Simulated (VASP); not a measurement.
# Fe (P6_3/mmc) in VASP: a series of runs, part 3 of 3

VASP 6.6.1. The steps go on from the part before.

### 6 Electric field gradients, PBE (volume scaled by 0.98)

INCAR

```
SYSTEM = Fe
  PREC = Accurate
  ENCUT = 520
  EDIFF = 1E-8
  ISMEAR = -1
  SIGMA = 0.08
  LREAL = .False.
  LASPH = .True.
  NELM = 80
  ALGO = Normal
  ISIF = 2
  LWAVE = .False.
  LCHARG = .False.
  GGA = PE
  LEFG = .True.
  NBANDS = 15
```

KPOINTS

```
Automatic mesh
0
Gamma
  17 17 10
  0 0 0
```

POSCAR

```
Fe
1.0
    2.4178204650      0.0000000000      0.0000000000
   -1.2089102325      2.0938939445      0.0000000000
    0.0000000000      0.0000000000      3.8161488980
Fe
2
Direct
    0.3333333333      0.6666666667      0.2500000000
    0.6666666667      0.3333333333      0.7500000000
```

Potentials or basis: VASP PAW PBE potentials, release 64 (Fe).

Launch:

```bash
cat potpaw_PBE.64/Fe/POTCAR > POTCAR
mpirun -np 1 vasp_std > vasp.out
```

OUTCAR:

```text
SYSTEM = Fe
   PREC = Accurate
   ENCUT = 520
   EDIFF = 1E-8
   ISMEAR = -1
   LREAL = .False.
   LASPH = .True.
   NELM = 80
   ISIF = 2
   GGA = PE

 ion  position               nearest neighbor table
   1  0.333  0.667  0.250-   2 2.36   2 2.36   2 2.36   2 2.36   2 2.36   2 2.36
   2  0.667  0.333  0.750-   1 2.36   1 2.36   1 2.36   1 2.36   1 2.36   1 2.36

  LATTYP: Found a hexagonal cell.
 ALAT       =     2.4178204650
 C/A-ratio  =     1.5783425417

  Lattice vectors:

 A1 = (   2.4178204650,   0.0000000000,   0.0000000000)
 A2 = (  -1.2089102325,   2.0938939445,   0.0000000000)
 A3 = (   0.0000000000,   0.0000000000,   3.8161488980)

Analysis of symmetry for initial positions (statically):
=====================================================================
 Subroutine PRICEL returns:
 Original cell was already a primitive cell.

 Routine SETGRP: Setting up the symmetry group for a
 hexagonal supercell.
[... 623 lines left out ...]
  volume of cell :       19.32
      direct lattice vectors                 reciprocal lattice vectors
     2.417820465  0.000000000  0.000000000     0.413595639  0.238789553  0.000000000
    -1.208910233  2.093893944  0.000000000     0.000000000  0.477579107  0.000000000
     0.000000000  0.000000000  3.816148898     0.000000000  0.000000000  0.262044283

 POSITION                                       TOTAL-FORCE (eV/Angst)
 -----------------------------------------------------------------------------------
     -0.00000      1.39593      0.95404         0.000000      0.000000      0.000000
      1.20891      0.69796      2.86211        -0.000000      0.000000      0.000000
 -----------------------------------------------------------------------------------
    total drift:                                0.000000     -0.000000     -0.000000

  FREE ENERGIE OF THE ION-ELECTRON SYSTEM (eV)
  ---------------------------------------------------
  free  energy   TOTEN  =       -16.2807090139 eV

  energy  without entropy=      -16.2287352008  energy(sigma->0) =      -16.25472211

 Electric field gradients (V/A^2)
---------------------------------------------------------------------
 ion       V_xx      V_yy      V_zz      V_xy      V_xz      V_yz
---------------------------------------------------------------------
   1       4.061     4.061    -8.122     0.001     0.000    -0.000
   2       4.061     4.061    -8.122     0.001    -0.000     0.000
---------------------------------------------------------------------

 Electric field gradients after diagonalization (V/A^2)
 (convention: |V_zz| > |V_xx| > |V_yy|)
----------------------------------------------------------------------
 ion       V_xx      V_yy      V_zz     asymmetry (V_yy - V_xx)/ V_zz
----------------------------------------------------------------------
   1       4.062     4.060    -8.122       0.000
   2       4.062     4.060    -8.122       0.000
----------------------------------------------------------------------

           NMR quadrupolar parameters

 Cq : quadrupolar parameter    Cq=e*Q*V_zz/h
 eta: asymmetry parameters     (V_yy - V_xx)/ V_zz
 Q  : nuclear electric quadrupole moment in mb (millibarn)
----------------------------------------------------------------------
 ion       Cq(MHz)       eta       Q (mb)
----------------------------------------------------------------------
   1      -0.020       0.000       1.000
   2      -0.020       0.000       1.000
----------------------------------------------------------------------
```

OSZICAR:

```text
N       E                     dE             d eps       ncg     rms          rms(c)
DAV:   1     0.773677872262E+02    0.77368E+02   -0.72785E+03  6076   0.146E+03
DAV:   2    -0.173122908028E+02   -0.94680E+02   -0.84583E+02  5947   0.248E+02
DAV:   3    -0.193453527245E+02   -0.20331E+01   -0.19644E+01  7123   0.526E+01
DAV:   4    -0.193575885424E+02   -0.12236E-01   -0.12234E-01  7158   0.348E+00
DAV:   5    -0.193577434582E+02   -0.15492E-03   -0.15491E-03  7270   0.390E-01    0.182E+01
DAV:   6    -0.164693411093E+02    0.28884E+01   -0.11101E+01  6654   0.725E+01    0.198E+00
DAV:   7    -0.163211655633E+02    0.14818E+00   -0.66518E-01  7158   0.161E+01    0.113E+00
DAV:   8    -0.162916255417E+02    0.29540E-01   -0.44514E-03  8953   0.102E+00    0.526E-01
DAV:   9    -0.162807389210E+02    0.10887E-01   -0.19391E-03  9006   0.513E-01    0.723E-02
DAV:  10    -0.162807152525E+02    0.23668E-04   -0.13658E-04  7814   0.207E-01    0.317E-02
DAV:  11    -0.162807073219E+02    0.79307E-05   -0.85022E-06  7842   0.655E-02    0.429E-03
DAV:  12    -0.162807084386E+02   -0.11167E-05   -0.46262E-07  6661   0.806E-03    0.197E-03
DAV:  13    -0.162807088779E+02   -0.43936E-06   -0.48716E-09  5357   0.992E-04    0.234E-04
DAV:  14    -0.162807090172E+02   -0.13929E-06   -0.14989E-09  3586   0.372E-04    0.528E-05
DAV:  15    -0.162807090139E+02    0.33867E-08   -0.24855E-10  3488   0.207E-04
   1 F= -.16280709E+02 E0= -.16254722E+02  d E =-.519738E-01
```

It took 33 s on 1 thread of Intel Xeon Platinum 8488C (Sapphire Rapids), shared host; peak memory 0.16 GiB.

Results:

| Quantity | Value |
| --- | --- |
| Free energy | -16.2807 eV |
| Pressure | 17.2 GPa |
| Band gap on the k mesh | zero (band 8 reaches 8.43 eV, above the bottom of band 9 at 6.47 eV) |

Levels at points of the mesh, in eV from the Fermi level:
| k point | band 5 | band 6 | band 7 | band 8 | band 9 | band 10 | band 11 | band 12 |
| --- | --- | --- | --- | --- | --- | --- | --- | --- |
| (0.00, 0.00, 0.00) | -1.64 | -1.28 | -1.28 | -0.92 | -0.92 | 0.58 | 0.76 | 0.76 |
| (0.00, 0.00, 0.50) | -1.92 | -1.92 | -1.92 | -1.92 | 0.35 | 0.35 | 0.35 | 0.35 |

Electric field gradients, principal values (V/Å²):
| atom | least | middle | greatest (by size) |
| --- | --- | --- | --- |
| 1 Fe | 4.060 | 4.062 | -8.122 |
| 2 Fe | 4.060 | 4.062 | -8.122 |

Caveat: without QUAD_EFG the Cq values of the log hold for a quadrupole moment of 1 mb, not for the nuclei; the run has no spin polarisation, though such a crystal can be magnetic. Spin polarisation is off, so any magnetic state and its effect on volume and gap are missing.

### 7 Summary

```tsv
cell	gap on the mesh (eV)	pressure (GPa)
a = 2.384, b = 2.384, c = 3.764 Å, angles 90.0, 90.0, 120.0°, 2 atoms	none	33.9
a = 2.401, b = 2.401, c = 3.790 Å, angles 90.0, 90.0, 120.0°, 2 atoms	none	25.1
a = 2.418, b = 2.418, c = 3.816 Å, angles 90.0, 90.0, 120.0°, 2 atoms	none	17.2
```

Alike in all rows: task electric field gradients; level PBE; potentials or basis VASP PAW PBE potentials, release 64 (Fe); no spin polarisation; k mesh 17 × 17 × 10; cutoff (eV) 520; smearing fermi-dirac 0.08 eV.

Caveats: the run has no spin polarisation, though such a crystal can be magnetic.

Total energies depend on the potentials used, so only differences within one code and one set of settings carry meaning.
